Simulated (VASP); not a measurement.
Set up this calculation in VASP 6.6.1, as the native input.

```yaml
Task: single point
Functional: r2SCAN
Potentials_or_basis: VASP PAW PBE potentials, release 64 (Li_sv, Cl)
Cutoff: 520 eV
k_mesh: 8 × 8 × 8
Occupations: gaussian, width 0.01 eV
Spin: no spin polarisation
Dipole_correction: no
Further_INCAR_settings: ALGO = Normal; EDIFF = 1e-06; NBANDS = 12
```

Crystal: LiCl.

```
Li Cl
1.0
     0.00000    2.52179    2.58344
     2.52179    0.00000    2.58344
     2.52179    2.52179    0.00000
Li Cl
1 1
Direct
  0.00000 0.00000 0.00000
  0.50000 0.50000 0.50000
```

This cell differs from its parent crystal: epitaxial xy strain -1.3%.

The input as run:

POSCAR

```
LiCl
1.0
    0.0000000000      2.5217860969      2.5834377091
    2.5217860969      0.0000000000      2.5834377091
    2.5217860969      2.5217860969      0.0000000000
Li Cl
1 1
Direct
    0.0000000000      0.0000000000      0.0000000000
    0.5000000000      0.5000000000      0.5000000000
```

INCAR.step1

```
SYSTEM = LiCl
PREC = Accurate
ENCUT = 520
ISMEAR = 0
SIGMA = 0.01
LREAL = .FALSE.
LASPH = .TRUE.
NELM = 80
NBANDS = 12
GGA = PE
ALGO = Normal
EDIFF = 1E-4
LWAVE = .TRUE.
LCHARG = .FALSE.
```

INCAR.step2

```
SYSTEM = LiCl
PREC = Accurate
ENCUT = 520
EDIFF = 1E-6
ISMEAR = 0
SIGMA = 0.01
LREAL = .FALSE.
LASPH = .TRUE.
NELM = 80
ALGO = Normal
ISIF = 2
LWAVE = .FALSE.
LCHARG = .FALSE.
METAGGA = R2SCAN
LMIXTAU = .TRUE.
NBANDS = 12
ISTART = 1
```

KPOINTS

```
regular mesh
0
G
  8 8 8
  0 0 0
```

Potentials or basis: VASP PAW PBE potentials, release 64 (Li_sv, Cl).

Launch:

```console
$ cat potpaw_PBE.64/Li_sv/POTCAR potpaw_PBE.64/Cl/POTCAR > POTCAR
$ cp INCAR.step1 INCAR
$ mpirun -np 1 vasp_std > vasp.out
$ cp INCAR.step2 INCAR
$ mpirun -np 1 vasp_std > vasp.out
```

It gave:

```
Band gap on the k mesh : 7.43 eV, direct
```

Caveat: the cell differs from its parent crystal (epitaxial xy strain -1.3%).

It took 98 s on 1 thread of AMD EPYC 7R43 64-Core Processor (Zen 3) (shared host), peak memory 0.13 GiB.
